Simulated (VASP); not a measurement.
# GdCl (P6_3mc) in VASP: notebook

The runs below take GdCl through single point, with PBE.

Program: VASP 6.6.1. These are calculated values, not measurements. Logs are shortened: lines on timing, memory, paths and dates and some standing lists are left out, and cuts for length are marked.

## 1. The cell of the first run

The structure is hexagonal, space group P6_3mc (No. 186). Conventional cell: a = 3.717 Å, b = 3.717 Å, c = 9.662 Å, α = 90.00°, β = 90.00°, γ = 120.00°. Within 3.8 Å of Gd (site symmetry 3m) lie 4 Cl at 2.79 to 2.96 Å and 6 Gd at 3.72 Å. Within 3.8 Å of Cl (site symmetry 3m) lie 4 Gd at 2.79 to 2.96 Å and 6 Cl at 3.72 Å.

## 2. Single point, PBE, collinear spin, ferromagnetic start

File INCAR:

```
PREC = Accurate
ENCUT = 520
EDIFF = 1E-7
ISMEAR = -1
SIGMA = 0.05
LREAL = F
LASPH = T
NELM = 150
ALGO = Normal
ISIF = 2
LWAVE = F
LCHARG = F
ISPIN = 2
MAGMOM = 7 7 0 0
LORBIT = 11
LMAXMIX = 6
GGA = PE
NBANDS = 37
```

File KPOINTS:

```
regular mesh
0
Gamma
  8 8 3
```

File POSCAR:

```
GdCl
1.0
    3.7166086034      0.0000000000      0.0000000000
   -1.8583043017      3.2186774665      0.0000000000
    0.0000000000      0.0000000000      9.6616977988
Gd Cl
2 2
Direct
    0.6666666667      0.3333333333      0.8317670000
    0.3333333333      0.6666666667      0.3317670000
    0.6666666667      0.3333333333      0.5432320000
    0.3333333333      0.6666666667      0.0432320000
```

Potentials or basis: VASP PAW PBE potentials, release 64 (Gd, Cl).

The run is started by

```
$ cat potpaw_PBE.64/Gd/POTCAR potpaw_PBE.64/Cl/POTCAR > POTCAR
$ mpirun -np 1 vasp_std > vasp.out
```

OUTCAR:

```text
PREC = Accurate
   ENCUT = 520
   EDIFF = 1E-7
   ISMEAR = -1
   LREAL = F
   LASPH = T
   NELM = 150
   ISIF = 2
   ISPIN = 2
   LORBIT = 11
   GGA = PE

 ion  position               nearest neighbor table
   1  0.667  0.333  0.832-   3 2.79   4 2.96   4 2.96   4 2.96
   2  0.333  0.667  0.332-   4 2.79   3 2.96   3 2.96   3 2.96
   3  0.667  0.333  0.543-   1 2.79   2 2.96   2 2.96   2 2.96
   4  0.333  0.667  0.043-   2 2.79   1 2.96   1 2.96   1 2.96

  LATTYP: Found a hexagonal cell.
 ALAT       =     3.7166086034
 C/A-ratio  =     2.5996005579

  Lattice vectors:

 A1 = (   3.7166086034,   0.0000000000,   0.0000000000)
 A2 = (  -1.8583043017,   3.2186774665,   0.0000000000)
 A3 = (   0.0000000000,   0.0000000000,   9.6616977988)

Analysis of symmetry for initial positions (statically):
=====================================================================
 Subroutine PRICEL returns:
 Original cell was already a primitive cell.

 Routine SETGRP: Setting up the symmetry group for a
 hexagonal supercell.

 Subroutine GETGRP returns: Found 12 space group operations
 (whereof  6 operations were pure point group operations)
 out of a pool of 24 trial point group operations.

The static configuration has the point symmetry C_3v.
 The point group associated with its full space group is C_6v.

Analysis of symmetry for dynamics (positions and initial velocities):
=====================================================================
 Subroutine PRICEL returns:
 Original cell was already a primitive cell.

 Routine SETGRP: Setting up the symmetry group for a
 hexagonal supercell.

 Subroutine GETGRP returns: Found 12 space group operations
 (whereof  6 operations were pure point group operations)
 out of a pool of 24 trial point group operations.

The dynamic configuration has the point symmetry C_3v.
 The point group associated with its full space group is C_6v.

Analysis of structural, dynamic, and magnetic symmetry:
=====================================================================
 Subroutine PRICEL returns:
 Original cell was already a primitive cell.

 Routine SETGRP: Setting up the symmetry group for a
 hexagonal supercell.

 Subroutine GETGRP returns: Found 12 space group operations
 (whereof  6 operations were pure point group operations)
 out of a pool of 24 trial point group operations.

The overall configuration has the point symmetry C_3v.
 The point group associated with its full space group is C_6v.

 Subroutine INISYM returns: Found 12 space group operations
 (whereof  6 operations are pure point group operations),
 and found     1 'primitive' translations

----------------------------------------------------------------------------------------

                                     Primitive cell

  volume of cell :     115.5787

  direct lattice vectors                    reciprocal lattice vectors
     3.716608603  0.000000000  0.000000000     0.269062499  0.155343306  0.000000000
    -1.858304302  3.218677466  0.000000000     0.000000000  0.310686613  0.000000000
     0.000000000  0.000000000  9.661697799     0.000000000  0.000000000  0.103501478

  length of vectors
     3.716608603  3.716608603  9.661697799     0.310686613  0.310686613  0.103501478

  position of ions in fractional coordinates (direct lattice)
     0.666666667  0.333333333  0.831767000
     0.333333333  0.666666667  0.331767000
     0.666666667  0.333333333  0.543232000
     0.333333333  0.666666667  0.043232000

  ion indices of the primitive-cell ions
   primitive index   ion index
                 1           1
                 2           2
                 3           3
                 4           4

----------------------------------------------------------------------------------------

 KPOINTS: regular mesh

Automatic generation of k-mesh.
 Grid dimensions read from file:
 generate k-points for:    8    8    3

 Generating k-lattice:

  Cartesian coordinates                     Fractional coordinates (reciprocal lattice)
     0.033632812  0.019417913  0.000000000     0.125000000  0.000000000  0.000000000
     0.000000000  0.038835827  0.000000000     0.000000000  0.125000000  0.000000000
     0.000000000  0.000000000  0.034500493     0.000000000  0.000000000  0.333333333

  Length of vectors
     0.038835827  0.038835827  0.034500493

  Shift w.r.t. Gamma in fractional coordinates (k-lattice)
     0.000000000  0.000000000  0.000000000

 Subroutine IBZKPT returns following result:
 ===========================================

 Found     20 irreducible k-points:

 Following reciprocal coordinates:
            Coordinates               Weight
  0.000000  0.000000  0.000000      1.000000
  0.125000  0.000000  0.000000      6.000000
  0.250000  0.000000  0.000000      6.000000
  0.375000  0.000000  0.000000      6.000000
  0.500000  0.000000  0.000000      3.000000
  0.125000  0.125000  0.000000      6.000000
[... 12 lines left out ...]
  0.250000  0.250000  0.333333     12.000000
  0.375000  0.250000  0.333333     12.000000
   k-points           NKPTS =     20   k-points in BZ     NKDIM =     20   number of bands    NBANDS=     37
   number of dos      NEDOS =    301   number of ions     NIONS =      4
   total plane-waves  NPLWV =  56448
   dimension x,y,z NGX =    28 NGY =   28 NGZ =   72
   dimension x,y,z NGXF=    56 NGYF=   56 NGZF=  144
   ions per type =               2   2
   NGX,Y,Z   is equivalent  to a cutoff of  12.52, 12.52, 12.39 a.u.
   NGXF,Y,Z  is equivalent  to a cutoff of  25.05, 25.05, 24.78 a.u.
 SYSTEM =  unknown system
   PREC   = accura    normal or accurate (medium, high low for compatibility)
   ISTART =      0    job   : 0-new  1-cont  2-samecut
   ICHARG =      2    charge: 1-file 2-atom 10-const
   ISPIN  =      2    spin polarized calculation?
   LNONCOLLINEAR =      F non collinear calculations
   LSORBIT =      F    spin-orbit coupling
   LASPH  =      T    aspherical Exc in radial PAW
   ENCUT  =  520.0 eV  38.22 Ry    6.18 a.u.   6.91  6.91 17.96*2*pi/ulx,y,z
   NELM   =    150;   NELMIN=  2; NELMDL= -5     # of ELM steps
   EDIFF  = 0.1E-06   stopping-criterion for ELM
   LREAL  =      F    real-space projection
   EDIFFG = 0.1E-05   stopping-criterion for IOM
   NSW    =      0    number of steps for IOM
   IBRION =     -1    ionic relax: 0-MD 1-quasi-New 2-CG
   NFREE  =      0    steps in history (QN), initial steepest desc. (CG)
   ISIF   =      2    stress and relaxation
   ISYM   =      2    0-nonsym 1-usesym 2-fastsym
   POTIM  = 0.5000    time-step for ionic-motion
   TEBEG  =    0.0;   TEEND  =   0.0 temperature during run
   PSTRESS=    0.0 pullay stress
   NELECT =      50.0000    total number of electrons
   NUPDOWN=      -1.0000    fix difference up-down
   EMIN   =  10.00;   EMAX   =-10.00  energy-range for DOS
   EFERMI =   0.00;   METHOD = LEGACY
   ISMEAR =    -1;   SIGMA  =   0.05  broadening in eV -4-tet -1-fermi 0-gaus
   EFERMI_NEDOS =   21; number of points for ismear=-14 and -15
   IALGO  =     38    algorithm
   IMIX   =      4    mixing-type and parameters
     AMIX     =   0.40;   BMIX     =  1.00
     AMIX_MAG =   1.60;   BMIX_MAG =  1.00
  volume/ion in A,a.u.               =      28.89       194.99
  Fermi-wavevector in a.u.,A,eV,Ry     =   1.238147  2.339759 20.857844  1.533008
  Thomas-Fermi vector in A             =   2.372685
   LORBIT       =     11    0 simple, 1 ext, 2 COOP (PROOUT), +10 PAW based schemes
   GGA     = PE    functional components
   LHFCALC =     F    Hartree Fock is set to
   AEXX    =    0.0000 exact exchange contribution
   IVDW    =     0    specifies the selected vdW correction
   LEPSILON=     F    determine dielectric tensor
   LRPA    =     F    only Hartree local field effects (RPA)
 spin polarized calculation
  energy-cutoff  :      520.00
  volume of cell :      115.58
 maximum number of plane-waves:      3126
 NGX is ok and might be reduce to    28
   NGX = 13   NGY = 13   NGZ = 35

 number of electron      49.9999992 magnetization      14.0272810

 Free energy of the ion-electron system (eV)
  ---------------------------------------------------
  ext. energy  EPLUGINS =         0.00000000
  ---------------------------------------------------
  free energy    TOTEN  =       -32.32801189 eV

  energy without entropy =      -32.27104919  energy(sigma->0) =      -32.29953054

 E-fermi :   3.9664     XC(G=0):  -9.2810

 val. band max:        3.9652318793   @ k =   0.2500   0.2500   0.0000
 cond. band min:       3.9725077260   @ k =   0.2500   0.2500   0.3333
 fundamental gap:      0.0072758467
 Fermi energy:         3.9663798154

 spin component 1

 k-point     1 :       0.0000    0.0000    0.0000
  band No.  band energies     occupation
      1     -41.7324      1.00000
      2     -41.7320      1.00000
      3     -19.4140      1.00000
      4     -19.3156      1.00000
      5     -18.9367      1.00000
      6     -18.9367      1.00000
[... 29 lines left out ...]
     36       5.2737      0.00000
     37       6.0169      0.00000

 k-point     2 :       0.1250    0.0000    0.0000
  band No.  band energies     occupation
      1     -41.7283      1.00000
      2     -41.7279      1.00000
      3     -19.3979      1.00000
      4     -19.3059      1.00000
      5     -19.0003      1.00000
      6     -18.9998      1.00000
[... 29 lines left out ...]
     36       5.6086      0.00000
     37       5.6803      0.00000
[... 678 lines left out ...]
     36       5.6422      0.00000
     37       6.4051      0.00000

 k-point    20 :       0.3750    0.2500    0.3333
  band No.  band energies     occupation
      1     -41.7013      1.00000
      2     -41.7012      1.00000
      3     -19.2926      1.00000
      4     -19.2882      1.00000
      5     -19.2576      1.00000
      6     -19.2546      1.00000
[... 29 lines left out ...]
     36       5.9300      0.00000
     37       6.2398      0.00000
 Fermi energy:         3.9663798154

 spin component 2

 k-point     1 :       0.0000    0.0000    0.0000
  band No.  band energies     occupation
      1     -38.6480      1.00000
      2     -38.6473      1.00000
      3     -17.4169      1.00000
      4     -17.2020      1.00000
      5     -16.6878      1.00000
      6     -16.6878      1.00000
[... 29 lines left out ...]
     36       6.1263      0.00000
     37       6.5862      0.00000

 k-point     2 :       0.1250    0.0000    0.0000
  band No.  band energies     occupation
      1     -38.6427      1.00000
      2     -38.6421      1.00000
      3     -17.3903      1.00000
      4     -17.1883      1.00000
      5     -16.7725      1.00000
      6     -16.7701      1.00000
[... 29 lines left out ...]
     36       6.3821      0.00000
     37       6.5121      0.00000
[... 678 lines left out ...]
     36       6.4235      0.00000
     37       7.1979      0.00000

 k-point    20 :       0.3750    0.2500    0.3333
  band No.  band energies     occupation
      1     -38.6076      1.00000
      2     -38.6075      1.00000
      3     -17.1858      1.00000
      4     -17.1709      1.00000
      5     -17.1092      1.00000
      6     -17.1084      1.00000
[... 29 lines left out ...]
     36       6.7063      0.00000
     37       7.0958      0.00000

------------------------ aborting loop because EDIFF is reached ----------------------------------------

  FORCE on cell =-STRESS in cart. coord.  units (eV):
  Direction    XX          YY          ZZ          XY          YZ          ZX
  --------------------------------------------------------------------------------------
  -------------------------------------------------------------------------------------
  Total       -0.7565349     -0.7565349     -1.3003611      0.0000000      0.0000000      0.0000000
  in kB      -10.4872548    -10.4872548    -18.0258945      0.0000000      0.0000000      0.0000000
  external PRESSURE =     -13.0001347 kB  Pullay stress =       0.0000000 kB

 VOLUME and BASIS-vectors are now :
 -----------------------------------------------------------------------------
  energy-cutoff  :      520.00
  volume of cell :      115.58
      direct lattice vectors                 reciprocal lattice vectors
     3.716608603  0.000000000  0.000000000     0.269062499  0.155343306  0.000000000
    -1.858304302  3.218677466  0.000000000     0.000000000  0.310686613  0.000000000
     0.000000000  0.000000000  9.661697799     0.000000000  0.000000000  0.103501478

 POSITION                                       TOTAL-FORCE (eV/Angst)
 -----------------------------------------------------------------------------------
      1.85830      1.07289      8.03628         0.000000     -0.000000     -0.008041
     -0.00000      2.14578      3.20543        -0.000000      0.000000     -0.008041
      1.85830      1.07289      5.24854         0.000000     -0.000000      0.008041
     -0.00000      2.14578      0.41769         0.000000     -0.000000      0.008041
 -----------------------------------------------------------------------------------
    total drift:                                0.000000      0.000000     -0.001268

  FREE ENERGIE OF THE ION-ELECTRON SYSTEM (eV)
  ---------------------------------------------------
  free  energy   TOTEN  =       -32.3280118900 eV

  energy  without entropy=      -32.2710491915  energy(sigma->0) =      -32.29953054

 total charge

# of ion       s       p       d       f       tot
--------------------------------------------------
    1        2.046   5.577   0.472   7.113  15.208
    2        2.046   5.577   0.472   7.113  15.208
    3        1.597   3.538   0.000   0.000   5.134
    4        1.597   3.538   0.000   0.000   5.134
--------------------------------------------------
tot          7.285  18.229   0.944  14.226  40.684

 magnetization (x)

# of ion       s       p       d       f       tot
--------------------------------------------------
    1       -0.001  -0.072   0.088   6.686   6.702
    2       -0.001  -0.072   0.088   6.686   6.702
    3       -0.001  -0.016   0.000   0.000  -0.017
    4       -0.001  -0.016   0.000   0.000  -0.017
--------------------------------------------------
tot         -0.004  -0.176   0.176  13.373  13.369
```

Run time: 13 min. Hardware: 1 thread of Intel Xeon Platinum 8259CL at 2.50GHz (Skylake/Cascade Lake), shared host; peak memory 0.36 GiB.

What came out:

```yaml
Free_energy: -32.3280 eV
Pressure: -1.3 GPa
Largest_force: 0.008 eV/Å
Band_gap_on_the_k_mesh: zero (filled and empty bands overlap)
Net_moment: 14.03 μB per cell
Site_moments: Gd +6.70; Cl -0.02 μB
Valence_electrons_inside_the_program's_atomic_spheres: Gd 15.21; Cl 5.13
```

Forces on the atoms (eV/Å):
```
Gd   0.000  0.000 -0.008
Gd   0.000  0.000 -0.008
Cl   0.000  0.000  0.008
Cl   0.000  0.000  0.008
```

Caveat: spin-orbit coupling is left out, which moves the levels of the heavy elements; semilocal functionals describe open f shells poorly, which spoils levels, moments and volumes. The state reached can hang on the start; a lower one may exist.

## 3. Single point, PBE, collinear spin, ferromagnetic start

This run uses another cell than the first one, of 29.45 Å³/atom.

File INCAR:

```
SYSTEM = GdCl
  ALGO = Normal
  EDIFF = 1E-6
  ENCUT = 520
  GGA = PE
  ISIF = 2
  ISMEAR = -1
  ISPIN = 2
  LASPH = .True.
  LCHARG = .False.
  LMAXMIX = 6
  LORBIT = 11
  LREAL = .False.
  LWAVE = .False.
  MAGMOM = 7 7 0 0
  NBANDS = 37
  NELM = 150
  PREC = Accurate
  SIGMA = 0.05
```

File KPOINTS:

```
k-points
0
Gamma
  8 8 3
  0 0 0
```

File POSCAR:

```
GdCl
1.0
    3.7402819080      0.0000000000      0.0000000000
   -1.8701409539      3.2391791496      0.0000000000
    0.0000000000      0.0000000000      9.7232389345
Gd Cl
2 2
Direct
    0.6666666667      0.3333333333      0.8317670000
    0.3333333333      0.6666666667      0.3317670000
    0.6666666667      0.3333333333      0.5432320000
    0.3333333333      0.6666666667      0.0432320000
```

Potentials or basis: VASP PAW PBE potentials, release 64 (Gd, Cl).

The run is started by

```
$ cat potpaw_PBE.64/Gd/POTCAR potpaw_PBE.64/Cl/POTCAR > POTCAR
$ mpirun -np 1 vasp_std > vasp.out
```

Run time: 7.2 min. Hardware: 1 thread of Intel Xeon Platinum 8259CL at 2.50GHz (Skylake/Cascade Lake), shared host; peak memory 0.36 GiB.

Results (log left out):

```yaml
Free_energy: -32.3071 eV
Pressure: -1.8 GPa
Largest_force: 0.004 eV/Å
Band_gap_on_the_k_mesh: zero (filled and empty bands overlap)
Net_moment: 14.02 μB per cell
Site_moments: Gd +6.70; Cl -0.02 μB
Valence_electrons_inside_the_program's_atomic_spheres: Gd 15.20; Cl 5.13
```

Forces in eV/Å, atoms in the order of the input:
```
Gd   0.000  0.000 -0.004
Gd   0.000  0.000 -0.004
Cl   0.000  0.000  0.004
Cl   0.000  0.000  0.004
```

Stress tensor (GPa, compression positive):
```
-1.48  0.00  0.00
 0.00 -1.48  0.00
 0.00  0.00 -2.57
```

Levels at points of the mesh, in eV from the Fermi level:
Spin up:
```
           k point  band 29  band 30  band 31  band 32  band 33  band 34  band 35  band 36
(0.00, 0.00, 0.00)    -4.33    -4.33    -2.63    -1.87     1.18     1.18     1.29     1.29
(0.50, 0.00, 0.00)    -4.75    -4.51    -1.30    -1.10     0.29     0.77     2.00     2.05
```
Spin down:
```
           k point  band 15  band 16  band 17  band 18  band 19  band 20  band 21  band 22
(0.00, 0.00, 0.00)    -4.60    -4.60    -2.16    -1.42     0.09     0.11     0.22     0.27
(0.50, 0.00, 0.00)    -5.11    -4.93    -0.76    -0.45     0.17     0.18     0.19     0.25
```

Caveat: spin-orbit coupling is left out, which moves the levels of the heavy elements; semilocal functionals describe open f shells poorly, which spoils levels, moments and volumes. With open d or f shells a metallic result of PBE can be an artefact of self-interaction; +U or a hybrid may open a gap.
